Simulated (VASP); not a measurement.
# Ga2I (I4_1/amd) in VASP: single point with PBE

Aim: the single point of Ga2I with PBE.

Everything below comes from runs of VASP 6.6.1. Logs are shortened: lines on timing, memory, paths and dates and some standing lists are left out, and cuts for length are marked.

**1. The cell of the first run**

The structure is tetragonal, space group I4_1/amd (No. 141). The conventional cell has a = 4.488 Å, b = 4.488 Å, c = 15.605 Å, α = 90.00°, β = 90.00°, γ = 90.00°. Ga (site symmetry 2mm) has 3 Ga at 2.59 to 2.61 Å and 6 I at 3.43 Å within 3.5 Å. I (site symmetry -4m2) has 12 Ga at 3.43 Å and 8 I at 4.49 to 4.50 Å within 4.6 Å.

**2. Single point, PBE**

The input, INCAR:

```
PREC = Accurate
ENCUT = 520
EDIFF = 1E-7
ISMEAR = 0
SIGMA = 0.1
LREAL = F
LASPH = T
NELM = 60
ALGO = Fast
ISIF = 2
LWAVE = F
LCHARG = T
GGA = PE
LELF = T
LVHAR = T
NBANDS = 42
```

The input, KPOINTS:

```
Automatic mesh
0
Gamma
  6 6 6
```

The input, POSCAR:

```
Ga2I
1.0
   -2.2440406914      2.2440406914      7.8024740085
    2.2440406914     -2.2440406914      7.8024740085
    2.2440406914      2.2440406914     -7.8024740085
Ga I
4 2
Direct
    0.4165000000      0.4165000000      0.0000000000
    0.1665000000      0.6665000000      0.5000000000
    0.3335000000      0.8335000000      0.5000000000
    0.5835000000      0.5835000000      0.0000000000
    0.0000000000      0.0000000000      0.0000000000
    0.7500000000      0.2500000000      0.5000000000
```

Potentials or basis: VASP PAW PBE potentials, release 64 (Ga_d, I).

On the command line:

```bash
$ cat potpaw_PBE.64/Ga_d/POTCAR potpaw_PBE.64/I/POTCAR > POTCAR
$ mpirun -np 1 vasp_std > vasp.out
```

OUTCAR:

```text
PREC = Accurate
   ENCUT = 520
   EDIFF = 1E-7
   ISMEAR = 0
   LREAL = F
   LASPH = T
   NELM = 60
   ISIF = 2
   GGA = PE

 ion  position               nearest neighbor table
   1  0.416  0.416  0.000-   3 2.59   3 2.59   4 2.61
   2  0.166  0.666  0.500-   4 2.59   4 2.59   3 2.61
   3  0.334  0.834  0.500-   1 2.59   1 2.59   2 2.61
   4  0.584  0.584  0.000-   2 2.59   2 2.59   1 2.61
   5  0.000  0.000  0.000-
   6  0.750  0.250  0.500-

  LATTYP: Found a body centered tetragonal cell.
 ALAT       =     4.4880813828
 C/A-ratio  =     3.4769752787

  Lattice vectors:

 A1 = (  -2.2440406914,   2.2440406914,   7.8024740085)
 A2 = (   2.2440406914,  -2.2440406914,   7.8024740085)
 A3 = (   2.2440406914,   2.2440406914,  -7.8024740085)

Analysis of symmetry for initial positions (statically):
=====================================================================
 Subroutine PRICEL returns:
 Original cell was already a primitive cell.

 Routine SETGRP: Setting up the symmetry group for a
 body centered tetragonal supercell.

 Subroutine GETGRP returns: Found 16 space group operations
 (whereof  8 operations were pure point group operations)
 out of a pool of 16 trial point group operations.

The static configuration has the point symmetry D_2d.
 The point group associated with its full space group is D_4h.

Analysis of symmetry for dynamics (positions and initial velocities):
=====================================================================
 Subroutine PRICEL returns:
 Original cell was already a primitive cell.

 Routine SETGRP: Setting up the symmetry group for a
 body centered tetragonal supercell.

 Subroutine GETGRP returns: Found 16 space group operations
 (whereof  8 operations were pure point group operations)
 out of a pool of 16 trial point group operations.

The dynamic configuration has the point symmetry D_2d.
 The point group associated with its full space group is D_4h.

 Subroutine INISYM returns: Found 16 space group operations
 (whereof  8 operations are pure point group operations),
 and found     1 'primitive' translations

----------------------------------------------------------------------------------------

                                     Primitive cell

  volume of cell :     157.1643

  direct lattice vectors                    reciprocal lattice vectors
    -2.244040691  2.244040691  7.802474008     0.000000000  0.222812359  0.064082238
     2.244040691 -2.244040691  7.802474008     0.222812359  0.000000000  0.064082238
     2.244040691  2.244040691 -7.802474008     0.222812359  0.222812359  0.000000000

  length of vectors
     8.423184546  8.423184546  8.423184546     0.231844518  0.231844518  0.315104260

  position of ions in fractional coordinates (direct lattice)
     0.416500000  0.416500000  0.000000000
     0.166500000  0.666500000  0.500000000
     0.333500000  0.833500000  0.500000000
     0.583500000  0.583500000  0.000000000
     0.000000000  0.000000000  0.000000000
     0.750000000  0.250000000  0.500000000

  ion indices of the primitive-cell ions
   primitive index   ion index
                 1           1
                 2           2
                 3           3
                 4           4
                 5           5
                 6           6

----------------------------------------------------------------------------------------

 KPOINTS: Automatic mesh

Automatic generation of k-mesh.
 Grid dimensions read from file:
 generate k-points for:    6    6    6

 Generating k-lattice:

  Cartesian coordinates                     Fractional coordinates (reciprocal lattice)
     0.000000000  0.037135393  0.010680373     0.166666667  0.000000000  0.000000000
     0.037135393  0.000000000  0.010680373     0.000000000  0.166666667  0.000000000
     0.037135393  0.037135393  0.000000000     0.000000000  0.000000000  0.166666667

  Length of vectors
     0.038640753  0.038640753  0.052517377

  Shift w.r.t. Gamma in fractional coordinates (k-lattice)
     0.000000000  0.000000000  0.000000000

 Subroutine IBZKPT returns following result:
 ===========================================

 Found     30 irreducible k-points:

 Following reciprocal coordinates:
            Coordinates               Weight
  0.000000  0.000000  0.000000      1.000000
  0.166667  0.000000 -0.000000      8.000000
  0.333333  0.000000 -0.000000      8.000000
  0.500000  0.000000 -0.000000      4.000000
  0.166667  0.166667 -0.000000      8.000000
  0.333333  0.166667 -0.000000     16.000000
[... 16 lines left out ...]
 -0.333333 -0.333333  0.166667      8.000000
 -0.166667 -0.333333  0.166667      8.000000
 [... further k-points ...]
   k-points           NKPTS =     30   k-points in BZ     NKDIM =     30   number of bands    NBANDS=     42
   number of dos      NEDOS =    301   number of ions     NIONS =      6
   total plane-waves  NPLWV = 262144
   dimension x,y,z NGX =    64 NGY =   64 NGZ =   64
   dimension x,y,z NGXF=   128 NGYF=  128 NGZF=  128
   ions per type =               4   2
   NGX,Y,Z   is equivalent  to a cutoff of  12.63, 12.63, 12.63 a.u.
   NGXF,Y,Z  is equivalent  to a cutoff of  25.26, 25.26, 25.26 a.u.
 SYSTEM =  unknown system
   PREC   = accura    normal or accurate (medium, high low for compatibility)
   ISTART =      0    job   : 0-new  1-cont  2-samecut
   ICHARG =      2    charge: 1-file 2-atom 10-const
   ISPIN  =      1    spin polarized calculation?
   LNONCOLLINEAR =      F non collinear calculations
   LSORBIT =      F    spin-orbit coupling
   LASPH  =      T    aspherical Exc in radial PAW
   ENCUT  =  520.0 eV  38.22 Ry    6.18 a.u.  15.66 15.66 15.66*2*pi/ulx,y,z
   NELM   =     60;   NELMIN=  2; NELMDL= -5     # of ELM steps
   EDIFF  = 0.1E-06   stopping-criterion for ELM
   LREAL  =      F    real-space projection
   EDIFFG = 0.1E-05   stopping-criterion for IOM
   NSW    =      0    number of steps for IOM
   IBRION =     -1    ionic relax: 0-MD 1-quasi-New 2-CG
   NFREE  =      0    steps in history (QN), initial steepest desc. (CG)
   ISIF   =      2    stress and relaxation
   ISYM   =      2    0-nonsym 1-usesym 2-fastsym
   POTIM  = 0.5000    time-step for ionic-motion
   TEBEG  =    0.0;   TEEND  =   0.0 temperature during run
   PSTRESS=    0.0 pullay stress
   NELECT =      66.0000    total number of electrons
   NUPDOWN=      -1.0000    fix difference up-down
   EMIN   =  10.00;   EMAX   =-10.00  energy-range for DOS
   EFERMI =   0.00;   METHOD = LEGACY
   ISMEAR =     0;   SIGMA  =   0.10  broadening in eV -4-tet -1-fermi 0-gaus
   EFERMI_NEDOS =   21; number of points for ismear=-14 and -15
   IALGO  =     68    algorithm
   IMIX   =      4    mixing-type and parameters
     AMIX     =   0.40;   BMIX     =  1.00
     AMIX_MAG =   1.60;   BMIX_MAG =  1.00
  volume/ion in A,a.u.               =      26.19       176.77
  Fermi-wavevector in a.u.,A,eV,Ry     =   1.225947  2.316703 20.448809  1.502945
  Thomas-Fermi vector in A             =   2.360966
   LORBIT       =      0    0 simple, 1 ext, 2 COOP (PROOUT), +10 PAW based schemes
   GGA     = PE    functional components
   LHFCALC =     F    Hartree Fock is set to
   AEXX    =    0.0000 exact exchange contribution
   IVDW    =     0    specifies the selected vdW correction
   LEPSILON=     F    determine dielectric tensor
   LRPA    =     F    only Hartree local field effects (RPA)
 non-spin polarized calculation
 RMM-DIIS sequential band-by-band and
 Gauss-broadening in eV      SIGMA  =   0.10
  energy-cutoff  :      520.00
  volume of cell :      157.16
 maximum number of plane-waves:      4281
 NGX is ok and might be reduce to    64
   NGX = 31   NGY = 31   NGZ = 31

 number of electron      66.0000008 magnetization

 Free energy of the ion-electron system (eV)
  ---------------------------------------------------
  ext. energy  EPLUGINS =         0.00000000
  ---------------------------------------------------
  free energy    TOTEN  =       -14.67726612 eV

  energy without entropy =      -14.66167804  energy(sigma->0) =      -14.66947208

 E-fermi :   5.1122     XC(G=0):  -9.6543

 val. band max:        5.0964345818   @ k =  -0.3333   0.1667   0.0000
 cond. band min:       5.1202223210   @ k =   0.1667   0.1667   0.1667
 fundamental gap:      0.0237877392
 Fermi energy:         5.1121892100

 k-point     1 :       0.0000    0.0000    0.0000
  band No.  band energies     occupation
      1     -10.0754      2.00000
      2     -10.0694      2.00000
      3     -10.0574      2.00000
      4     -10.0113      2.00000
      5     -10.0113      2.00000
      6     -10.0054      2.00000
[... 34 lines left out ...]
     41       9.9784      0.00000
     42      10.0169      0.00000

 k-point     2 :       0.1667    0.0000   -0.0000
  band No.  band energies     occupation
      1     -10.0812      2.00000
      2     -10.0672      2.00000
      3     -10.0567      2.00000
      4     -10.0215      2.00000
      5     -10.0188      2.00000
      6     -10.0007      2.00000
[... 34 lines left out ...]
     41       9.1669      0.00000
     42       9.5757      0.00000

 k-point     3 :       0.3333    0.0000   -0.0000
  band No.  band energies     occupation
      1     -10.0869      2.00000
      2     -10.0629      2.00000
      3     -10.0612      2.00000
      4     -10.0359      2.00000
      5     -10.0225      2.00000
      6     -10.0016      2.00000
[... 34 lines left out ...]
     41       9.7401      0.00000
     42      10.5701      0.00000

 k-point     4 :       0.5000    0.0000   -0.0000
  band No.  band energies     occupation
      1     -10.0809      2.00000
      2     -10.0741      2.00000
      3     -10.0566      2.00000
      4     -10.0463      2.00000
      5     -10.0220      2.00000
      6     -10.0032      2.00000
[... 844 lines left out ...]
     41      10.0107      0.00000
     42      10.9569      0.00000

 k-point    23 :      -0.3333   -0.3333    0.1667
  band No.  band energies     occupation
      1     -10.0810      2.00000
      2     -10.0706      2.00000
      3     -10.0448      2.00000
      4     -10.0341      2.00000
      5     -10.0124      2.00000
      6      -9.9999      2.00000
[... 34 lines left out ...]
     41       9.5835      0.00000
     42      10.2287      0.00000

 k-point    24 :      -0.1667   -0.3333    0.1667
  band No.  band energies     occupation
      1     -10.0811      2.00000
      2     -10.0694      2.00000
      3     -10.0469      2.00000
      4     -10.0200      2.00000
      5     -10.0179      2.00000
      6     -10.0014      2.00000
[... 34 lines left out ...]
     41       9.0837      0.00000
     42       9.9750      0.00000

 [... further k-points ...]

------------------------ aborting loop because EDIFF is reached ----------------------------------------

  FORCE on cell =-STRESS in cart. coord.  units (eV):
  Direction    XX          YY          ZZ          XY          YZ          ZX
  --------------------------------------------------------------------------------------
  -------------------------------------------------------------------------------------
  Total        2.8413413      2.8413413      2.6421481      0.0000000      0.0000000      0.0000000
  in kB       28.9654453     28.9654453     26.9348131      0.0000000      0.0000000      0.0000000
  external PRESSURE =      28.2885679 kB  Pullay stress =       0.0000000 kB

 VOLUME and BASIS-vectors are now :
 -----------------------------------------------------------------------------
  energy-cutoff  :      520.00
  volume of cell :      157.16
      direct lattice vectors                 reciprocal lattice vectors
    -2.244040691  2.244040691  7.802474008     0.000000000  0.222812359  0.064082238
     2.244040691 -2.244040691  7.802474008     0.222812359  0.000000000  0.064082238
     2.244040691  2.244040691 -7.802474008     0.222812359  0.222812359  0.000000000

 POSITION                                       TOTAL-FORCE (eV/Angst)
 -----------------------------------------------------------------------------------
      0.00000      0.00000      6.49946        -0.000000      0.000000      0.191423
      2.24404      0.00000      2.59822         0.000000     -0.000000      0.191423
      2.24404     -0.00000      5.20425         0.000000     -0.000000     -0.191423
      0.00000      0.00000      9.10549        -0.000000      0.000000     -0.191423
      0.00000      0.00000      0.00000        -0.000000     -0.000000     -0.000000
      0.00000      2.24404      3.90124        -0.000000     -0.000000      0.000000
 -----------------------------------------------------------------------------------
    total drift:                               -0.000000     -0.000000      0.000000

  FREE ENERGIE OF THE ION-ELECTRON SYSTEM (eV)
  ---------------------------------------------------
  free  energy   TOTEN  =       -14.6772661214 eV

  energy  without entropy=      -14.6616780449  energy(sigma->0) =      -14.66947208
```

Wall time 21 min (1 thread of Oxide Virtual Turin-like, shared host); peak memory 0.62 GiB.

What came out:

```
Free energy            : -14.6773 eV
Pressure               : 2.8 GPa
Largest force          : 0.191 eV/Å
Band gap on the k mesh : zero (bands 33 and 34 overlap by 1.03 eV)
```

Forces on the atoms (eV/Å):
```
Ga   0.000  0.000  0.191
Ga   0.000  0.000  0.191
Ga   0.000  0.000 -0.191
Ga   0.000  0.000 -0.191
I    0.000  0.000  0.000
I    0.000  0.000  0.000
```

Stress tensor (GPa, compression positive):
```
2.90 0.00 0.00
0.00 2.90 0.00
0.00 0.00 2.69
```

Caveat: spin-orbit coupling is left out, which moves the levels of the heavy elements.

The gap in the log of VASP goes by the Fermi energy; the results here count the filled bands.